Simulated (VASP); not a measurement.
Set up this calculation in VASP 6.6.1, as the native input.

```
Task                   : relaxation of cell and atoms
Functional             : PBEsol
Potentials or basis    : VASP PAW PBE potentials, release 64 (Cs_sv, Br, F)
Cutoff                 : 600 eV
k mesh                 : 6 × 6 × 6
Occupations            : gaussian, width 0.02 eV
Spin                   : no spin polarisation
Dipole correction      : no
Further INCAR settings : ALGO = Normal; EDIFF = 1e-06; IBRION = 2; EDIFFG = -0.005; NSW = 100; ISIF = 3
```

The structure of Cs2BrF lies in POSCAR:

```
Cs2BrF
1.0
    2.2728380311      1.3122236491      7.8053331248
   -2.2728380311      1.3122236491      7.8053331248
    0.0000000000     -2.6244472982      7.8053331249
Cs Br F
2 1 1
Direct
    0.2659938411      0.2659938411      0.2659938411
    0.7340061589      0.7340061589      0.7340061589
    0.5000000000      0.5000000000      0.5000000000
    0.0000000000      0.0000000000      0.0000000000
```

These files were run (other wordings do the same):

INCAR

```
PREC = Accurate
ENCUT = 600
EDIFF = 1E-6
ISMEAR = 0
SIGMA = 0.02
LREAL = False
LASPH = True
NELM = 100
ALGO = Normal
ISIF = 3
LWAVE = False
LCHARG = False
GGA = PS
IBRION = 2
NSW = 100
EDIFFG = -0.005
```

KPOINTS

```
regular mesh
0
Gamma
  6 6 6
```

Potentials or basis: VASP PAW PBE potentials, release 64 (Cs_sv, Br, F).

Run with:

```sh
$ cat potpaw_PBE.64/Cs_sv/POTCAR potpaw_PBE.64/Br/POTCAR potpaw_PBE.64/F/POTCAR > POTCAR
$ mpirun -np 1 vasp_std > vasp.out
```

It gave:

The relaxed volume is 34.98 Å³/atom and the relaxed cell is a = 8.207 Å, b = 8.207 Å, c = 8.207 Å, α = 32.25°, β = 32.25°, γ = 32.25°. The space group after relaxing (to 0.1 Å) is R-3m (No. 166), the energy gained by relaxing is 0.0 meV/atom and the ionic steps are 6. The pressure after relaxing is 0.0 GPa, the largest force after relaxing is 0.005 eV/Å and the band gap on the k mesh is 4.37 eV.

Caveat: the PAW data sets were made with another functional, which shifts forces and pressure a little; spin-orbit coupling is left out, which moves the levels of the heavy elements.

It took 16 min on 1 thread of Intel(R) Xeon(R) Platinum 8259CL CPU @ 2.50GHz (Skylake/Cascade Lake), on a shared host, peak memory 0.82 GiB.
